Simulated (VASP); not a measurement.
# Mg2Te3O (R-3m) in VASP: further runs

Mg2Te3O is run at these levels: PBE; tasks: single point, relaxation of cell and atoms.

All numbers are computed with VASP 6.6.1; they aren't measurements. Logs are shortened: lines on timing, memory, paths and dates and some standing lists are left out, and cuts for length are marked.

## 1. The cell of the first run

The structure is trigonal, space group R-3m (No. 166). Conventional cell: a = 8.268 Å, b = 8.268 Å, c = 8.806 Å, α = 90.00°, β = 90.00°, γ = 120.00°. Within 3.2 Å of Mg (site symmetry 3m) lie 1 O at 2.38 Å and 3 Te at 2.45 Å. Te (site symmetry 2/m) has 2 Mg at 2.45 Å within 3.2 Å. Within 3.2 Å of O (site symmetry -3m) lie 2 Mg at 2.38 Å.

The cell was built from a structure type or drawn by symmetry, and may not be a known phase.

## 2. Single point, PBE

Contents of INCAR:

```
SYSTEM = Mg2Te3O
ALGO = Normal ; EDIFF = 1E-6
ENCUT = 520 ; GGA = PE
ISIF = 2 ; ISMEAR = 0
LASPH = .TRUE. ; LCHARG = .TRUE.
LELF = .TRUE. ; LREAL = .FALSE.
LVHAR = .TRUE. ; LWAVE = .FALSE.
NBANDS = 23 ; NELM = 100
PREC = Accurate ; SIGMA = 0.1
```

Contents of KPOINTS:

```
k-points
0
G
  3 3 3
  0 0 0
```

Contents of POSCAR:

```
Mg2Te3O
1.0
    4.1339668000      2.3867468400      2.9352567300
   -4.1339668000      2.3867468400      2.9352567300
    0.0000000000     -4.7734936900      2.9352567300
Mg Te O
2 3 1
Direct
    0.7708021400      0.7708021400      0.7708021400
    0.2291978600      0.2291978600      0.2291978600
    0.0000000000      0.5000000000      0.0000000000
    0.0000000000      0.0000000000      0.5000000000
    0.5000000000      0.0000000000      0.0000000000
    0.5000000000      0.5000000000      0.5000000000
```

Potentials or basis: VASP PAW PBE potentials, release 64 (Mg, Te, O).

Command:

```bash
cat potpaw_PBE.64/Mg/POTCAR potpaw_PBE.64/Te/POTCAR potpaw_PBE.64/O/POTCAR > POTCAR
mpirun -np 1 vasp_std > vasp.out
```

OUTCAR:

```text
SYSTEM = Mg2Te3O
   EDIFF = 1E-6
   ENCUT = 520
   GGA = PE
   ISIF = 2
   ISMEAR = 0
   LASPH = .TRUE.
   LREAL = .FALSE.
   NELM = 100
   PREC = Accurate

 ion  position               nearest neighbor table
   1  0.771  0.771  0.771-   6 2.38   4 2.45   5 2.45   3 2.45
   2  0.229  0.229  0.229-   6 2.38   4 2.45   5 2.45   3 2.45
   3  0.000  0.500  0.000-   1 2.45   2 2.45
   4  0.000  0.000  0.500-   1 2.45   2 2.45
   5  0.500  0.000  0.000-   1 2.45   2 2.45
   6  0.500  0.500  0.500-   1 2.38   2 2.38

  LATTYP: Found a trigonal (rhomboedric) cell.
 ALAT       =     5.6037464325
 COS(alpha) =    -0.0884463156

  Lattice vectors:

 A1 = (   4.1339668000,   2.3867468400,   2.9352567300)
 A2 = (  -4.1339668000,   2.3867468400,   2.9352567300)
 A3 = (   0.0000000000,  -4.7734936900,   2.9352567300)

Analysis of symmetry for initial positions (statically):
=====================================================================
 Subroutine PRICEL returns:
 Original cell was already a primitive cell.

 Routine SETGRP: Setting up the symmetry group for a
 trigonal (rhombohedral) supercell.

 Subroutine GETGRP returns: Found 12 space group operations
 (whereof 12 operations were pure point group operations)
 out of a pool of 12 trial point group operations.

The static configuration has the point symmetry D_3d.

Analysis of symmetry for dynamics (positions and initial velocities):
=====================================================================
 Subroutine PRICEL returns:
 Original cell was already a primitive cell.

 Routine SETGRP: Setting up the symmetry group for a
 trigonal (rhombohedral) supercell.

 Subroutine GETGRP returns: Found 12 space group operations
 (whereof 12 operations were pure point group operations)
 out of a pool of 12 trial point group operations.

The dynamic configuration has the point symmetry D_3d.

 Subroutine INISYM returns: Found 12 space group operations
 (whereof 12 operations are pure point group operations),
 and found     1 'primitive' translations

----------------------------------------------------------------------------------------

                                     Primitive cell

  volume of cell :     173.7684

  direct lattice vectors                    reciprocal lattice vectors
[... 77 lines left out ...]
   LREAL  =      F    real-space projection
   EDIFFG = 0.1E-04   stopping-criterion for IOM
   NSW    =      0    number of steps for IOM
   IBRION =     -1    ionic relax: 0-MD 1-quasi-New 2-CG
   NFREE  =      0    steps in history (QN), initial steepest desc. (CG)
   ISIF   =      2    stress and relaxation
   ISYM   =      2    0-nonsym 1-usesym 2-fastsym
   POTIM  = 0.5000    time-step for ionic-motion
   TEBEG  =    0.0;   TEEND  =   0.0 temperature during run
   PSTRESS=    0.0 pullay stress
   NELECT =      28.0000    total number of electrons
   NUPDOWN=      -1.0000    fix difference up-down
   EMIN   =  10.00;   EMAX   =-10.00  energy-range for DOS
   EFERMI =   0.00;   METHOD = LEGACY
   ISMEAR =     0;   SIGMA  =   0.10  broadening in eV -4-tet -1-fermi 0-gaus
   EFERMI_NEDOS =   21; number of points for ismear=-14 and -15
   IALGO  =     38    algorithm
   IMIX   =      4    mixing-type and parameters
     AMIX     =   0.40;   BMIX     =  1.00
     AMIX_MAG =   1.60;   BMIX_MAG =  1.00
  volume/ion in A,a.u.               =      28.96       195.44
  Fermi-wavevector in a.u.,A,eV,Ry     =   0.890849  1.683460 10.797739  0.793611
  Thomas-Fermi vector in A             =   2.012593
   LORBIT       =      0    0 simple, 1 ext, 2 COOP (PROOUT), +10 PAW based schemes
   GGA     = PE    functional components
   LHFCALC =     F    Hartree Fock is set to
   AEXX    =    0.0000 exact exchange contribution
   IVDW    =     0    specifies the selected vdW correction
   LEPSILON=     F    determine dielectric tensor
   LRPA    =     F    only Hartree local field effects (RPA)
 non-spin polarized calculation
 Gauss-broadening in eV      SIGMA  =   0.10
  energy-cutoff  :      520.00
  volume of cell :      173.77
 maximum number of plane-waves:      4703
 NGX is ok and might be reduce to    42
   NGX = 21   NGY = 21   NGZ = 21

 number of electron      27.9999995 magnetization

 Free energy of the ion-electron system (eV)
  ---------------------------------------------------
  ext. energy  EPLUGINS =         0.00000000
  ---------------------------------------------------
  free energy    TOTEN  =       -15.96750157 eV

  energy without entropy =      -15.92333553  energy(sigma->0) =      -15.94541855

 E-fermi :   2.4814     XC(G=0):  -8.3239

 val. band max:        2.4368174340   @ k =   0.0000   0.0000   0.0000
 cond. band min:       2.5348736628   @ k =  -0.3333   0.3333   0.0000
 fundamental gap:      0.0980562288
 Fermi energy:         2.4814122937

 k-point     1 :       0.0000    0.0000    0.0000
  band No.  band energies     occupation
      1     -12.5110      2.00000
      2      -8.9079      2.00000
      3      -7.4910      2.00000
      4      -7.4910      2.00000
      5      -1.8487      2.00000
      6      -0.5179      2.00000
[... 145 lines left out ...]
     22       9.2527      0.00000
     23       9.5553      0.00000

------------------------ aborting loop because EDIFF is reached ----------------------------------------

  FORCE on cell =-STRESS in cart. coord.  units (eV):
  Direction    XX          YY          ZZ          XY          YZ          ZX
  --------------------------------------------------------------------------------------
  -------------------------------------------------------------------------------------
  Total       15.3872551     15.3872551    -10.9412610     -0.0000000      0.0000000      0.0000000
  in kB      141.8734244    141.8734242   -100.8805121     -0.0000000      0.0000001      0.0000000
  external PRESSURE =      60.9554455 kB  Pullay stress =       0.0000000 kB

 VOLUME and BASIS-vectors are now :
 -----------------------------------------------------------------------------
  energy-cutoff  :      520.00
  volume of cell :      173.77
      direct lattice vectors                 reciprocal lattice vectors
     4.133966800  2.386746840  2.935256730     0.120949205  0.069830056  0.113561901
    -4.133966800  2.386746840  2.935256730    -0.120949205  0.069830056  0.113561901
     0.000000000 -4.773493690  2.935256730     0.000000000 -0.139660113  0.113561901

 POSITION                                       TOTAL-FORCE (eV/Angst)
 -----------------------------------------------------------------------------------
      0.00000     -0.00000      6.78751        -0.000000      0.000000     -3.522619
      0.00000     -0.00000      2.01826        -0.000000     -0.000000      3.522619
     -2.06698      1.19337      1.46763        -0.000000      0.000000      0.000000
      0.00000     -2.38675      1.46763        -0.000000      0.000000     -0.000000
      2.06698      1.19337      1.46763        -0.000000     -0.000000     -0.000000
      0.00000     -0.00000      4.40289         0.000000     -0.000000     -0.000000
 -----------------------------------------------------------------------------------
    total drift:                               -0.000000      0.000000     -0.000000

  FREE ENERGIE OF THE ION-ELECTRON SYSTEM (eV)
  ---------------------------------------------------
  free  energy   TOTEN  =       -15.9675015655 eV

  energy  without entropy=      -15.9233355338  energy(sigma->0) =      -15.94541855
```

Wall time 55 s (1 thread of Intel Xeon 8259CL, shared host); peak memory 0.26 GiB.

Results:

```yaml
Free_energy: -15.9675 eV
Pressure: 6.1 GPa
Largest_force: 3.523 eV/Å
Band_gap_on_the_k_mesh: zero (bands 14 and 15 overlap by 0.54 eV)
```

Forces on the atoms (eV/Å):
```
Mg   0.000  0.000 -3.523
Mg   0.000  0.000  3.523
Te   0.000  0.000  0.000
Te   0.000  0.000  0.000
Te   0.000  0.000  0.000
O    0.000  0.000  0.000
```

Caveat: the k points lie up to 0.38 Å⁻¹ apart, too coarse for converged energies and pressures of a metal; semilocal functionals underestimate gaps, so a narrow gap can read as zero; spin-orbit coupling is left out, which moves the levels of the heavy elements; forces of over 1 eV/Å act on the atoms, so gaps and moduli don't describe the material at rest.

## 3. Single point, PBE

This run uses another cell than the first one, of 31.28 Å³/atom.

Contents of INCAR:

```
SYSTEM = Mg2Te3O
PREC = Accurate ; ENCUT = 520
EDIFF = 1E-6 ; ISMEAR = 0
SIGMA = 0.1 ; LREAL = .FALSE.
LASPH = .TRUE. ; NELM = 100
ALGO = Normal ; ISIF = 2
LWAVE = .FALSE. ; LCHARG = .TRUE.
GGA = PE ; LELF = .TRUE.
LVHAR = .TRUE. ; NBANDS = 23
```

Contents of KPOINTS:

```
regular mesh
0
G
  3 3 3
  0 0 0
```

Contents of POSCAR:

```
Mg2Te3O
1.0
    4.6352224399      2.6761469220      2.5217867585
   -4.6352224399      2.6761469220      2.5217867585
    0.0000000000     -5.3522938483      2.5217867539
Mg Te O
2 3 1
Direct
    0.7381458510      0.7381458510      0.7381458510
    0.2618541490      0.2618541490      0.2618541490
    0.0000000000      0.5000000000      0.0000000000
    0.0000000000      0.0000000000      0.5000000000
    0.5000000000      0.0000000000      0.0000000000
    0.5000000000      0.5000000000      0.5000000000
```

Potentials or basis: VASP PAW PBE potentials, release 64 (Mg, Te, O).

Command:

```bash
cat potpaw_PBE.64/Mg/POTCAR potpaw_PBE.64/Te/POTCAR potpaw_PBE.64/O/POTCAR > POTCAR
mpirun -np 1 vasp_std > vasp.out
```

It took 93 s on 1 thread of Intel Xeon 8259CL, shared host; peak memory 0.32 GiB.

The run converged. Its results:

```
Free energy            : -20.0499 eV
Pressure               : 0.0 GPa
Largest force          : 0.012 eV/Å
Band gap on the k mesh : zero (bands 14 and 15 overlap by 1.16 eV)
```

Forces on the atoms (eV/Å):
```
Mg   0.000  0.000  0.012
Mg   0.000  0.000 -0.012
Te   0.000  0.000  0.000
Te   0.000  0.000  0.000
Te   0.000  0.000  0.000
O    0.000  0.000  0.000
```

Stress tensor (GPa, compression positive):
```
-0.06  0.00  0.00
 0.00 -0.06  0.00
 0.00  0.00  0.02
```

Levels at points of the mesh, in eV from the Fermi level:
```tsv
k point	band 12	band 13	band 14	band 15	band 16	band 17
(0.00, 0.00, 0.00)	-0.29	-0.29	1.10	1.10	1.18	1.26
```

Caveat: the k points lie up to 0.38 Å⁻¹ apart, too coarse for converged energies and pressures of a metal; spin-orbit coupling is left out, which moves the levels of the heavy elements.

## 4. Relaxation of cell and atoms, PBE

Contents of INCAR:

```
SYSTEM = Mg2Te3O
ALGO     = Normal         ! electronic algorithm
EDIFF    = 1E-6           ! SCF threshold, eV
EDIFFG   = -0.04          ! ionic threshold
ENCUT    = 600            ! plane-wave cutoff, eV
GGA      = PE             ! functional
IBRION   = 2              ! ionic algorithm
ISIF     = 3              ! what is computed and relaxed
ISMEAR   = 0              ! smearing method
LASPH    = .True.         ! aspherical terms in the spheres
LCHARG   = .False.        ! write CHGCAR
LREAL    = .False.        ! projectors in reciprocal space
LWAVE    = .False.        ! write WAVECAR
NELM     = 80             ! most SCF steps
NSW      = 90             ! ionic steps
PREC     = Accurate       ! precision mode
SIGMA    = 0.1            ! smearing width, eV
```

Contents of KPOINTS:

```
k-points
0
Gamma
  3 3 3
  0 0 0
```

Contents of POSCAR:

```
Mg2Te3O
1.0
    4.1339668000      2.3867468400      2.9352567300
   -4.1339668000      2.3867468400      2.9352567300
    0.0000000000     -4.7734936900      2.9352567300
Mg Te O
2 3 1
Direct
    0.7708021400      0.7708021400      0.7708021400
    0.2291978600      0.2291978600      0.2291978600
    0.0000000000      0.5000000000      0.0000000000
    0.0000000000      0.0000000000      0.5000000000
    0.5000000000      0.0000000000      0.0000000000
    0.5000000000      0.5000000000      0.5000000000
```

Potentials or basis: VASP PAW PBE potentials, release 64 (Mg, Te, O).

Command:

```bash
cat potpaw_PBE.64/Mg/POTCAR potpaw_PBE.64/Te/POTCAR potpaw_PBE.64/O/POTCAR > POTCAR
mpirun -np 1 vasp_std > vasp.out
```

OUTCAR:

```text
SYSTEM = Mg2Te3O
   EDIFF = 1E-6
   EDIFFG = -0.04
   ENCUT = 600
   GGA = PE
   IBRION = 2
   ISIF = 3
   ISMEAR = 0
   LASPH = .True.
   LREAL = .False.
   NELM = 80
   NSW = 90
   PREC = Accurate

 ion  position               nearest neighbor table
   1  0.771  0.771  0.771-   6 2.38   4 2.45   5 2.45   3 2.45
   2  0.229  0.229  0.229-   6 2.38   4 2.45   5 2.45   3 2.45
   3  0.000  0.500  0.000-   1 2.45   2 2.45
   4  0.000  0.000  0.500-   1 2.45   2 2.45
   5  0.500  0.000  0.000-   1 2.45   2 2.45
   6  0.500  0.500  0.500-   1 2.38   2 2.38

  LATTYP: Found a trigonal (rhomboedric) cell.
 ALAT       =     5.6037464325
 COS(alpha) =    -0.0884463156

  Lattice vectors:

 A1 = (   4.1339668000,   2.3867468400,   2.9352567300)
 A2 = (  -4.1339668000,   2.3867468400,   2.9352567300)
 A3 = (   0.0000000000,  -4.7734936900,   2.9352567300)

Analysis of symmetry for initial positions (statically):
=====================================================================
 Subroutine PRICEL returns:
 Original cell was already a primitive cell.

 Routine SETGRP: Setting up the symmetry group for a
 trigonal (rhombohedral) supercell.

[... 158 lines left out ...]

------------------------ aborting loop because EDIFF is reached ----------------------------------------

  FORCE on cell =-STRESS in cart. coord.  units (eV):
  Direction    XX          YY          ZZ          XY          YZ          ZX
  --------------------------------------------------------------------------------------
  -------------------------------------------------------------------------------------
  Total       15.4112238     15.4112238    -10.9443171     -0.0000000      0.0000000      0.0000000
  in kB      142.0944205    142.0944203   -100.9086898     -0.0000000      0.0000001      0.0000000
  external PRESSURE =      61.0933837 kB  Pullay stress =       0.0000000 kB
[... 101 lines left out ...]
  FREE ENERGIE OF THE ION-ELECTRON SYSTEM (eV)
  ---------------------------------------------------
  free  energy   TOTEN  =       -19.7497604096 eV

  energy  without entropy=      -19.6839901850  energy(sigma->0) =      -19.71687530

[... ionic steps 4 to 10 ...]

--------------------------------------- Ionic step       11  -------------------------------------------

 number of electron      27.9999997 magnetization

------------------------ aborting loop because EDIFF is reached ----------------------------------------
[... 75 lines left out ...]
--------------------------------------- Ionic step       13  -------------------------------------------

 number of electron      27.9999997 magnetization

 Free energy of the ion-electron system (eV)
  ---------------------------------------------------
  ext. energy  EPLUGINS =         0.00000000
  ---------------------------------------------------
  free energy    TOTEN  =       -20.04808198 eV

  energy without entropy =      -19.98901546  energy(sigma->0) =      -20.01854872

 E-fermi :   2.1902     XC(G=0):  -8.0206

 val. band max:        2.1428933412   @ k =   0.3333   0.0000  -0.0000
 cond. band min:       2.2201425272   @ k =  -0.3333   0.3333   0.0000
 fundamental gap:      0.0772491860
 Fermi energy:         2.1902269563

 k-point     1 :       0.0000    0.0000    0.0000
  band No.  band energies     occupation
      1     -13.4116      2.00000
      2      -8.9730      2.00000
      3      -7.6444      2.00000
      4      -7.6444      2.00000
      5      -1.4952      2.00000
      6      -0.9100      2.00000
[... 148 lines left out ...]
  FREE ENERGIE OF THE ION-ELECTRON SYSTEM (eV)
  ---------------------------------------------------
  free  energy   TOTEN  =       -20.0480819821 eV

  energy  without entropy=      -19.9890154602  energy(sigma->0) =      -20.01854872

 reached required accuracy - stopping structural energy minimisation
```

Wall time 8.8 min (1 thread of Intel Xeon 8259CL, shared host); peak memory 0.35 GiB.

What came out:

```yaml
Free_energy: -20.0481 eV
Relaxed_volume: 31.07 Å³/atom
Relaxed_cell: a = 5.915 Å, b = 5.915 Å, c = 5.915 Å, α = 103.50°, β = 103.50°, γ = 103.50°
Space_group_after_relaxing_to_0.1_Å: R-3m (No. 166)
Energy_gained_by_relaxing: 679.9 meV/atom
Ionic_steps: 13
Pressure_after_relaxing: 0.1 GPa
Largest_force_after_relaxing: 0.026 eV/Å
Band_gap_on_the_k_mesh: zero (bands 14 and 15 overlap by 1.12 eV)
```

Forces on the atoms (eV/Å):
```
Mg   0.000  0.000 -0.026
Mg   0.000  0.000  0.026
Te   0.000  0.000  0.000
Te   0.000  0.000  0.000
Te   0.000  0.000  0.000
O    0.000  0.000  0.000
```

Stress tensor (GPa, compression positive):
```
-0.01  0.00  0.00
 0.00 -0.01  0.00
 0.00  0.00  0.18
```

The path:
```tsv
step	energy change (eV)	largest force (eV/Å)	pressure (GPa)	volume (Å³)
1	0.0000	3.5252	6.11	173.77
2	-3.4629	2.1530	-3.01	200.19
3	-3.7812	1.2259	-3.46	208.03
4	-3.7952	1.0299	-3.44	209.17
5	-3.7928	2.6208	1.53	189.20
6	-3.9885	0.4071	-1.35	198.43
7	-4.0712	0.0153	-0.49	189.99
8	-4.0782	0.1167	-0.14	187.19
9	-4.0783	0.1236	-0.13	186.97
10	-4.0782	0.1471	-0.06	186.52
11	-4.0786	0.0161	0.21	185.62
12	-4.0789	0.0502	0.12	185.97
13	-4.0795	0.0255	0.06	186.42
```

Final structure:
```
Mg Te O
1.0
     4.64548    2.68207    2.49373
    -4.64548    2.68207    2.49373
     0.00000   -5.36413    2.49373
Mg Te O
2 3 1
Direct
  0.74098 0.74098 0.74098
  0.25902 0.25902 0.25902
  0.00000 0.50000 0.00000
  0.00000 0.00000 0.50000
  0.50000 0.00000 0.00000
  0.50000 0.50000 0.50000
```

Caveat: the k points lie up to 0.38 Å⁻¹ apart in the final cell, too coarse for converged energies and pressures of a metal; spin-orbit coupling is left out, which moves the levels of the heavy elements.

## 5. The runs side by side

| task | cell | cutoff (eV) | gap on the mesh (eV) | pressure (GPa) | largest force (eV/Å) |
| --- | --- | --- | --- | --- | --- |
| single point | a = 5.604 Å, angles 95.1°, 6 atoms, atomic positions A | 520 | none | 6.1 | 3.52 |
| single point | a = 5.917 Å, angles 103.2°, 6 atoms, atomic positions B | 520 | none | 0.0 | 0.01 |
| relaxation of cell and atoms | relaxed from a = 5.604 Å, angles 95.1°, 6 atoms, atomic positions A | 600 | none | 0.1 | 0.03 |

Alike in all rows: level PBE; potentials or basis VASP PAW PBE potentials, release 64 (Mg, Te, O); no spin polarisation; k mesh 3 × 3 × 3; smearing gaussian 0.1 eV.

Caveats: all runs use coarse meshes; spin-orbit coupling is left out, which moves the levels of the heavy elements; semilocal functionals underestimate gaps, so a narrow gap can read as zero (at least some runs); forces of over 1 eV/Å act on the atoms, so gaps and moduli don't describe the material at rest (at least some runs).

Total energies depend on the potentials used, so only differences within one code and one set of settings carry meaning.
